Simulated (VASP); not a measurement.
# P (I4/mmm) in VASP: notebook

The runs below take P through single point, relaxation of cell and atoms, with PBE.

Everything below comes from runs of VASP 6.6.1. Logs are shortened: lines on timing, memory, paths and dates and some standing lists are left out, and cuts for length are marked.

## 1. The cell of the first run

The structure is tetragonal, space group I4/mmm (No. 139). Conventional cell: a = 5.221 Å, b = 5.221 Å, c = 4.692 Å, α = 90.00°, β = 90.00°, γ = 90.00°. P (site symmetry mmm) has 4 P at 2.35 to 2.61 Å within 3.1 Å. Within 3.4 Å of P (site symmetry 4/mmm) lie 4 P at 2.61 Å.

## 2. Single point, PBE

Contents of INCAR:

```
ALGO = Normal ; EDIFF = 1E-6
ENCUT = 520 ; GGA = PE
ISIF = 2 ; ISMEAR = 0
LASPH = T ; LCHARG = F
LREAL = F ; LWAVE = F
NBANDS = 14 ; NELM = 80
PREC = Accurate ; SIGMA = 0.1
```

Contents of KPOINTS:

```
k-points
0
Gamma
  6 6 6
```

Contents of POSCAR:

```
P
1.0
   -2.6103942700      2.6103942700      2.3457980500
    2.6103942700     -2.6103942700      2.3457980500
    2.6103942700      2.6103942700     -2.3457980500
P
3
Direct
    0.5000000000      0.0000000000      0.5000000000
    0.0000000000      0.5000000000      0.5000000000
    0.5000000000      0.5000000000      0.0000000000
```

Potentials or basis: VASP PAW PBE potentials, release 64 (P).

Started as:

```sh
$ cat potpaw_PBE.64/P/POTCAR > POTCAR
$ mpirun -np 1 vasp_std > vasp.out
```

OUTCAR:

```text
EDIFF = 1E-6
   ENCUT = 520
   GGA = PE
   ISIF = 2
   ISMEAR = 0
   LASPH = T
   LREAL = F
   NELM = 80
   PREC = Accurate

 ion  position               nearest neighbor table
   1  0.500  0.000  0.500-   2 2.35   2 2.35   3 2.61   3 2.61
   2  0.000  0.500  0.500-   1 2.35   1 2.35   3 2.61   3 2.61
   3  0.500  0.500  0.000-   1 2.61   2 2.61   1 2.61   2 2.61

  LATTYP: Found a body centered tetragonal cell.
 ALAT       =     5.2207885400
 C/A-ratio  =     0.8986374499

  Lattice vectors:

 A1 = (  -2.6103942700,   2.6103942700,   2.3457980500)
 A2 = (   2.6103942700,  -2.6103942700,   2.3457980500)
 A3 = (   2.6103942700,   2.6103942700,  -2.3457980500)

Analysis of symmetry for initial positions (statically):
=====================================================================
 Subroutine PRICEL returns:
 Original cell was already a primitive cell.

 Routine SETGRP: Setting up the symmetry group for a
 body centered tetragonal supercell.

 Subroutine GETGRP returns: Found 16 space group operations
 (whereof 16 operations were pure point group operations)
 out of a pool of 16 trial point group operations.

The static configuration has the point symmetry D_4h.

Analysis of symmetry for dynamics (positions and initial velocities):
=====================================================================
 Subroutine PRICEL returns:
 Original cell was already a primitive cell.

 Routine SETGRP: Setting up the symmetry group for a
 body centered tetragonal supercell.

 Subroutine GETGRP returns: Found 16 space group operations
 (whereof 16 operations were pure point group operations)
 out of a pool of 16 trial point group operations.

The dynamic configuration has the point symmetry D_4h.

 Subroutine INISYM returns: Found 16 space group operations
 (whereof 16 operations are pure point group operations),
 and found     1 'primitive' translations

----------------------------------------------------------------------------------------

                                     Primitive cell

  volume of cell :      63.9386

  direct lattice vectors                    reciprocal lattice vectors
    -2.610394270  2.610394270  2.345798050     0.000000000  0.191541947  0.213147078
     2.610394270 -2.610394270  2.345798050     0.191541947  0.000000000  0.213147078
     2.610394270  2.610394270 -2.345798050     0.191541947  0.191541947  0.000000000

  length of vectors
     4.373909576  4.373909576  4.373909576     0.286565864  0.286565864  0.270881219

  position of ions in fractional coordinates (direct lattice)
     0.500000000  0.000000000  0.500000000
     0.000000000  0.500000000  0.500000000
     0.500000000  0.500000000  0.000000000

  ion indices of the primitive-cell ions
   primitive index   ion index
                 1           1
                 2           2
                 3           3

----------------------------------------------------------------------------------------

 KPOINTS: k-points

Automatic generation of k-mesh.
 Grid dimensions read from file:
 generate k-points for:    6    6    6

 Generating k-lattice:

  Cartesian coordinates                     Fractional coordinates (reciprocal lattice)
     0.000000000  0.031923658  0.035524513     0.166666667  0.000000000 -0.000000000
     0.031923658  0.000000000  0.035524513     0.000000000  0.166666667 -0.000000000
     0.031923658  0.031923658  0.000000000     0.000000000  0.000000000  0.166666667

  Length of vectors
     0.047760977  0.047760977  0.045146870

  Shift w.r.t. Gamma in fractional coordinates (k-lattice)
     0.000000000  0.000000000  0.000000000

 Subroutine IBZKPT returns following result:
 ===========================================

 Found     30 irreducible k-points:

 Following reciprocal coordinates:
            Coordinates               Weight
  0.000000  0.000000  0.000000      1.000000
  0.166667  0.000000  0.000000      8.000000
  0.333333 -0.000000  0.000000      8.000000
  0.500000 -0.000000  0.000000      4.000000
  0.166667  0.166667  0.000000      8.000000
  0.333333  0.166667 -0.000000     16.000000
[... 16 lines left out ...]
 -0.333333 -0.333333  0.166667      8.000000
 -0.166667 -0.333333  0.166667      8.000000
 [... further k-points ...]
   k-points           NKPTS =     30   k-points in BZ     NKDIM =     30   number of bands    NBANDS=     14
   number of dos      NEDOS =    301   number of ions     NIONS =      3
   total plane-waves  NPLWV =  46656
   dimension x,y,z NGX =    36 NGY =   36 NGZ =   36
   dimension x,y,z NGXF=    72 NGYF=   72 NGZF=   72
   ions per type =               3
   NGX,Y,Z   is equivalent  to a cutoff of  13.68, 13.68, 13.68 a.u.
   NGXF,Y,Z  is equivalent  to a cutoff of  27.37, 27.37, 27.37 a.u.
 SYSTEM =  unknown system
   PREC   = accura    normal or accurate (medium, high low for compatibility)
   ISTART =      0    job   : 0-new  1-cont  2-samecut
   ICHARG =      2    charge: 1-file 2-atom 10-const
   ISPIN  =      1    spin polarized calculation?
   LNONCOLLINEAR =      F non collinear calculations
   LSORBIT =      F    spin-orbit coupling
   LASPH  =      T    aspherical Exc in radial PAW
   ENCUT  =  520.0 eV  38.22 Ry    6.18 a.u.   8.13  8.13  8.13*2*pi/ulx,y,z
   NELM   =     80;   NELMIN=  2; NELMDL= -5     # of ELM steps
   EDIFF  = 0.1E-05   stopping-criterion for ELM
   LREAL  =      F    real-space projection
   EDIFFG = 0.1E-04   stopping-criterion for IOM
   NSW    =      0    number of steps for IOM
   IBRION =     -1    ionic relax: 0-MD 1-quasi-New 2-CG
   NFREE  =      0    steps in history (QN), initial steepest desc. (CG)
   ISIF   =      2    stress and relaxation
   ISYM   =      2    0-nonsym 1-usesym 2-fastsym
   POTIM  = 0.5000    time-step for ionic-motion
   TEBEG  =    0.0;   TEEND  =   0.0 temperature during run
   PSTRESS=    0.0 pullay stress
   NELECT =      15.0000    total number of electrons
   NUPDOWN=      -1.0000    fix difference up-down
   EMIN   =  10.00;   EMAX   =-10.00  energy-range for DOS
   EFERMI =   0.00;   METHOD = LEGACY
   ISMEAR =     0;   SIGMA  =   0.10  broadening in eV -4-tet -1-fermi 0-gaus
   EFERMI_NEDOS =   21; number of points for ismear=-14 and -15
   IALGO  =     38    algorithm
   IMIX   =      4    mixing-type and parameters
     AMIX     =   0.40;   BMIX     =  1.00
     AMIX_MAG =   1.60;   BMIX_MAG =  1.00
  volume/ion in A,a.u.               =      21.31       143.83
  Fermi-wavevector in a.u.,A,eV,Ry     =   1.009681  1.908021 13.870545  1.019456
  Thomas-Fermi vector in A             =   2.142624
   LORBIT       =      0    0 simple, 1 ext, 2 COOP (PROOUT), +10 PAW based schemes
   GGA     = PE    functional components
   LHFCALC =     F    Hartree Fock is set to
   AEXX    =    0.0000 exact exchange contribution
   IVDW    =     0    specifies the selected vdW correction
   LEPSILON=     F    determine dielectric tensor
   LRPA    =     F    only Hartree local field effects (RPA)
 non-spin polarized calculation
 Gauss-broadening in eV      SIGMA  =   0.10
  energy-cutoff  :      520.00
  volume of cell :       63.94
 maximum number of plane-waves:      1748
 NGX is ok and might be reduce to    36
   NGX = 17   NGY = 17   NGZ = 17

 number of electron      15.0000003 magnetization

 Free energy of the ion-electron system (eV)
  ---------------------------------------------------
  ext. energy  EPLUGINS =         0.00000000
  ---------------------------------------------------
  free energy    TOTEN  =       -13.47534238 eV

  energy without entropy =      -13.46139827  energy(sigma->0) =      -13.46837032

 E-fermi :   4.7380     XC(G=0):  -9.5542

 val. band max:        4.7013110066   @ k =   0.5000   0.1667   0.0000
 cond. band min:       4.7387248457   @ k =  -0.3333  -0.3333   0.3333
 fundamental gap:      0.0374138390
 Fermi energy:         4.7379555717

 k-point     1 :       0.0000    0.0000    0.0000
  band No.  band energies     occupation
      1      -8.9995      2.00000
      2      -2.6990      2.00000
      3      -1.3114      2.00000
      4      -0.3272      2.00000
      5       0.7734      2.00000
      6       0.7734      2.00000
      7       4.4613      1.99991
      8       4.4613      1.99991
      9       4.5569      1.98953
     10       8.2270      0.00000
     11       8.6109      0.00000
     12       8.6109      0.00000
     13       9.9387      0.00000
     14      10.7287      0.00000

 k-point     2 :       0.1667    0.0000    0.0000
  band No.  band energies     occupation
      1      -8.7326      2.00000
      2      -3.2214      2.00000
      3      -2.7445      2.00000
      4       0.6052      2.00000
      5       1.1423      2.00000
      6       1.6606      2.00000
      7       3.5834      2.00000
      8       4.0338      2.00000
      9       4.7924      0.44173
     10       8.9126      0.00000
     11       8.9930      0.00000
     12       9.4456      0.00000
     13       9.9100      0.00000
     14      10.9638      0.00000

 k-point     3 :       0.3333   -0.0000    0.0000
  band No.  band energies     occupation
      1      -7.9582      2.00000
      2      -4.9009      2.00000
      3      -3.4546      2.00000
      4       0.3107      2.00000
      5       2.4287      2.00000
      6       2.7209      2.00000
      7       3.4229      2.00000
      8       3.6545      2.00000
      9       5.4528      0.00000
     10       7.2195      0.00000
     11       9.0204      0.00000
     12      10.2528      0.00000
     13      11.0619      0.00000
     14      11.4730      0.00000
[... 324 lines left out ...]
 k-point    23 :      -0.3333   -0.3333    0.1667
  band No.  band energies     occupation
      1      -6.5778      2.00000
      2      -6.5149      2.00000
      3      -3.3759      2.00000
      4       0.0569      2.00000
      5       0.3351      2.00000
      6       2.6304      2.00000
      7       3.6017      2.00000
      8       4.9254      0.00802
      9       5.6258      0.00000
     10       8.5793      0.00000
     11       9.8697      0.00000
     12      10.0788      0.00000
     13      11.5913      0.00000
     14      12.8395      0.00000

 k-point    24 :      -0.1667   -0.3333    0.1667
  band No.  band energies     occupation
      1      -7.5447      2.00000
      2      -5.5689      2.00000
      3      -3.1095      2.00000
      4      -0.0005      2.00000
      5       0.6772      2.00000
      6       3.0502      2.00000
      7       3.7890      2.00000
      8       4.8967      0.02477
      9       6.0076      0.00000
     10       6.3288      0.00000
     11       9.5230      0.00000
     12      10.1940      0.00000
     13      10.7627      0.00000
     14      13.0560      0.00000

 [... further k-points ...]

------------------------ aborting loop because EDIFF is reached ----------------------------------------

  FORCE on cell =-STRESS in cart. coord.  units (eV):
  Direction    XX          YY          ZZ          XY          YZ          ZX
  --------------------------------------------------------------------------------------
  -------------------------------------------------------------------------------------
  Total       -4.8275916     -4.8275916     -2.8789515      0.0000000     -0.0000000      0.0000000
  in kB     -120.9701660   -120.9701660    -72.1409911      0.0000000     -0.0000000      0.0000000
  external PRESSURE =    -104.6937743 kB  Pullay stress =       0.0000000 kB

 VOLUME and BASIS-vectors are now :
 -----------------------------------------------------------------------------
  energy-cutoff  :      520.00
  volume of cell :       63.94
      direct lattice vectors                 reciprocal lattice vectors
    -2.610394270  2.610394270  2.345798050     0.000000000  0.191541947  0.213147078
     2.610394270 -2.610394270  2.345798050     0.191541947  0.000000000  0.213147078
     2.610394270  2.610394270 -2.345798050     0.191541947  0.191541947  0.000000000

 POSITION                                       TOTAL-FORCE (eV/Angst)
 -----------------------------------------------------------------------------------
      0.00000      2.61039      0.00000         0.000000     -0.000000      0.000000
      2.61039      0.00000      0.00000        -0.000000      0.000000      0.000000
      0.00000      0.00000      2.34580         0.000000     -0.000000     -0.000000
 -----------------------------------------------------------------------------------
    total drift:                                0.000000      0.000000     -0.000000

  FREE ENERGIE OF THE ION-ELECTRON SYSTEM (eV)
  ---------------------------------------------------
  free  energy   TOTEN  =       -13.4753423808 eV

  energy  without entropy=      -13.4613982656  energy(sigma->0) =      -13.46837032
```

It took 20 s on 1 thread of Intel Xeon Platinum 8259CL at 2.50GHz (Skylake/Cascade Lake), shared host; peak memory 0.19 GiB.

What came out:

```yaml
Free_energy: -13.4753 eV
Pressure: -10.5 GPa
```

Levels at points of the mesh, in eV from the Fermi level:
| k point | band 6 | band 7 | band 8 | band 9 | band 10 | band 11 |
| --- | --- | --- | --- | --- | --- | --- |
| (0.00, 0.00, 0.00) | -3.96 | -0.28 | -0.28 | -0.18 | 3.49 | 3.87 |
| (0.50, 0.00, 0.00) | -1.56 | -0.91 | -0.09 | 1.39 | 1.89 | 2.19 |
| (0.50, 0.50, 0.00) | -1.66 | -1.16 | -0.36 | 0.35 | 1.36 | 2.34 |
| (0.50, 0.50, 0.50) | -5.64 | 0.58 | 1.32 | 1.32 | 6.45 | 6.45 |

## 3. Relaxation of cell and atoms, PBE

Contents of INCAR:

```
ALGO     = Normal         # electronic algorithm
EDIFF    = 1E-6           # SCF threshold, eV
EDIFFG   = -0.04          # ionic threshold
ENCUT    = 600            # plane-wave cutoff, eV
GGA      = PE             # functional
IBRION   = 2              # ionic algorithm
ISIF     = 3              # what is computed and relaxed
ISMEAR   = 0              # smearing method
LASPH    = True           # aspherical terms in the spheres
LCHARG   = False          # write CHGCAR
LREAL    = False          # projectors in reciprocal space
LWAVE    = False          # write WAVECAR
NELM     = 100            # most SCF steps
NSW      = 90             # ionic steps
PREC     = Accurate       # precision mode
SIGMA    = 0.1            # smearing width, eV
```

KPOINTS is that of step 2.

POSCAR is that of step 2.

Potentials or basis: VASP PAW PBE potentials, release 64 (P).

Started as:

```sh
$ cat potpaw_PBE.64/P/POTCAR > POTCAR
$ mpirun -np 1 vasp_std > vasp.out
```

It took 71 s on 1 thread of Intel Xeon Platinum 8259CL at 2.50GHz (Skylake/Cascade Lake), shared host; peak memory 0.2 GiB.

Results (log left out):

* Free energy: -14.1097 eV
* Relaxed volume: 17.01 Å³/atom
* Relaxed cell: a = 4.047 Å, b = 4.047 Å, c = 4.047 Å, α = 109.41°, β = 109.41°, γ = 109.59°
* Space group after relaxing (to 0.05 Å): Im-3m (No. 229)
* Energy gained by relaxing: 211.4 meV/atom
* Ionic steps: 7
* Pressure after relaxing: 0.0 GPa

Stress tensor (GPa, compression positive):
```
-0.13  0.00  0.00
 0.00 -0.13  0.00
 0.00  0.00  0.20
```

Step by step:
| step | energy change (eV) | largest force (eV/Å) | pressure (GPa) | volume (Å³) |
| --- | --- | --- | --- | --- |
| 1 | 0.0000 | 0.0000 | -10.46 | 63.94 |
| 2 | -0.5550 | 0.0000 | -0.59 | 51.89 |
| 3 | -0.5618 | 0.0000 | 1.08 | 50.80 |
| 4 | -0.6276 | 0.0000 | 1.87 | 49.95 |
| 5 | -0.6275 | 0.0000 | 1.91 | 49.93 |
| 6 | -0.6333 | 0.0000 | -0.68 | 51.41 |
| 7 | -0.6341 | 0.0000 | -0.02 | 51.02 |

Final structure:
```
P
1.0
    -2.33817    2.33817    2.33307
     2.33817   -2.33817    2.33307
     2.33817    2.33817   -2.33307
P
3
Direct
  0.50000 0.00000 0.50000
  0.00000 0.50000 0.50000
  0.50000 0.50000 0.00000
```

Levels at points of the mesh, in eV from the Fermi level:
| k point | band 6 | band 7 | band 8 | band 9 | band 10 | band 11 |
| --- | --- | --- | --- | --- | --- | --- |
| (0.00, 0.00, 0.00) | -5.26 | -0.59 | -0.59 | -0.58 | 2.68 | 2.69 |
| (0.50, 0.00, 0.00) | -2.30 | -1.56 | 0.16 | 1.19 | 2.55 | 2.71 |
| (0.50, 0.50, 0.00) | -2.28 | -1.58 | 0.14 | 1.18 | 2.52 | 2.71 |
| (0.50, 0.50, 0.50) | -5.45 | 1.30 | 1.32 | 1.32 | 6.71 | 6.71 |

Caveat: the volume moved by over 15 % at a fixed basis, so the end points are rough.
